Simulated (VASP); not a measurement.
Wanted: the native input for a VASP 6.6.1 run.

| Property | Result |
| --- | --- |
| Task | single point |
| Functional | r2SCAN |
| Potentials or basis | VASP PAW PBE potentials, release 64 (Ti_sv) |
| Cutoff | 520 eV |
| k mesh | 15 × 15 × 15 |
| Occupations | fermi-dirac, width 0.1 eV |
| Spin | no spin polarisation |
| Dipole correction | no |
| Further INCAR settings | ALGO = Normal; EDIFF = 1e-07; NBANDS = 12 |

The system is Ti.

```
CELL_PARAMETERS angstrom
-1.64647 1.64647 1.64100
1.64647 -1.64647 1.64100
1.63553 1.63553 -1.64100
ATOMIC_POSITIONS crystal
Ti 0.00000 0.00000 0.00000
```

This isn't the form of Ti at room conditions, which is hcp.

The input as run:

POSCAR

```
Ti
1.0
   -1.6464700000      1.6464700000      1.6410000000
    1.6464700000     -1.6464700000      1.6410000000
    1.6355300000      1.6355300000     -1.6410000000
Ti
1
Direct
    0.0000000000      0.0000000000      0.0000000000
```

INCAR.step1

```
SYSTEM = Ti
ALGO = Normal ; EDIFF = 1E-4
ENCUT = 520 ; GGA = PE
ISMEAR = -1 ; LASPH = .TRUE.
LCHARG = .FALSE. ; LREAL = .FALSE.
LWAVE = .TRUE. ; NBANDS = 12
NELM = 60 ; PREC = Accurate
SIGMA = 0.1
```

INCAR.step2

```
SYSTEM = Ti
ALGO = Normal ; EDIFF = 1E-7
ENCUT = 520 ; ISIF = 2
ISMEAR = -1 ; ISTART = 1
LASPH = .TRUE. ; LCHARG = .FALSE.
LMIXTAU = .TRUE. ; LREAL = .FALSE.
LWAVE = .FALSE. ; METAGGA = R2SCAN
NBANDS = 12 ; NELM = 60
PREC = Accurate ; SIGMA = 0.1
```

KPOINTS

```
k-points
0
G
  15 15 15
  0 0 0
```

Potentials or basis: VASP PAW PBE potentials, release 64 (Ti_sv).

Command:

```console
$ cat potpaw_PBE.64/Ti_sv/POTCAR > POTCAR
$ cp INCAR.step1 INCAR
$ mpirun -np 1 vasp_std > vasp.out
$ cp INCAR.step2 INCAR
$ mpirun -np 1 vasp_std > vasp.out
```

Results of the run:

```yaml
Pressure: -2.1 GPa
Band_gap_on_the_k_mesh: zero (bands 6 and 7 overlap by 1.76 eV)
```

Caveat: the PAW data sets were made with another functional, which shifts forces and pressure a little.

It took 4.9 min on 1 thread of Intel(R) Xeon(R) Platinum 8488C (Sapphire Rapids) (shared host), peak memory 0.22 GiB.
